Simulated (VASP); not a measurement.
Crystal: B4N3.

```xyz
7
Lattice="3.9459 0.0000 0.0000 -1.9730 3.4173 0.0000 0.0000 0.0000 4.9396" Properties=species:S:1:pos:R:3 pbc="T T T"
B     1.9730    0.0000    0.0000
B    -0.9865    1.7086    0.0000
B     0.9865    1.7086    0.0000
B     0.0000    0.0000    2.4698
N     1.9730    0.0000    2.4698
N    -0.9865    1.7086    2.4698
N     0.9865    1.7086    2.4698
```

The cell was generated, and may not be a known phase.

| Quantity | Value |
| --- | --- |
| Program | VASP 6.6.1 |
| Task | relaxation of cell and atoms |
| Functional | PBE |
| Potentials or basis | VASP PAW PBE potentials, release 64 (B, N) |
| Cutoff | 600 eV |
| k mesh | 5 × 5 × 3 |
| Occupations | gaussian, width 0.2 eV |
| Spin | no spin polarisation |

At the start: pressure -26.4 GPa; volume 9.52 Å³/atom.

**Question.** How do energy, volume and symmetry change on relaxing?

**Answer.** Over 12 steps the energy falls by 490.0 meV/atom and the volume is 6.77 Å³/atom (-28.8 %); space group P6/mmm (No. 191, to 0.1 Å) before and after.

Step by step:
```
step  energy change (eV)  largest force (eV/Å)  pressure (GPa)  volume (Å³)
   1              0.0000                0.0000          -26.44        66.61
   2             -1.4649                0.0000           -0.04        52.58
   3             -1.4659                0.0000            0.94        52.31
   4             -2.2752                0.0000            3.45        49.75
   5             -3.2170                0.0000            9.93        46.13
   6             -1.1244                0.0000           89.81        38.07
   7             -3.2497                0.0000           19.03        44.18
   8             -3.2880                0.0000           14.70        44.97
   9             -3.3196                0.0000           -9.49        49.30
  10             -3.4265                0.0000            1.08        47.13
  11             -3.4266                0.0000            1.33        47.09
  12             -3.4299                0.0000           -0.16        47.42
```

Final structure:
```cif
data_structure
_symmetry_space_group_name_H-M 'P 1'
_symmetry_Int_Tables_number 1
_cell_length_a 3.8664
_cell_length_b 3.8664
_cell_length_c 3.6630
_cell_angle_alpha 90.000
_cell_angle_beta 90.000
_cell_angle_gamma 120.000
_cell_volume 47.42
loop_
_atom_site_label
_atom_site_type_symbol
_atom_site_fract_x
_atom_site_fract_y
_atom_site_fract_z
_atom_site_occupancy
B1 B 0.50000 0.00000 0.00000 1
B2 B 0.00000 0.50000 0.00000 1
B3 B 0.50000 0.50000 0.00000 1
B4 B 0.00000 0.00000 0.50000 1
N1 N 0.50000 0.00000 0.50000 1
N2 N 0.00000 0.50000 0.50000 1
N3 N 0.50000 0.50000 0.50000 1
```

Caveat: the k points lie up to 0.57 Å⁻¹ apart in the final cell, too coarse for converged energies and pressures of a metal; the volume moved by over 15 % at a fixed basis, so the end points are rough.
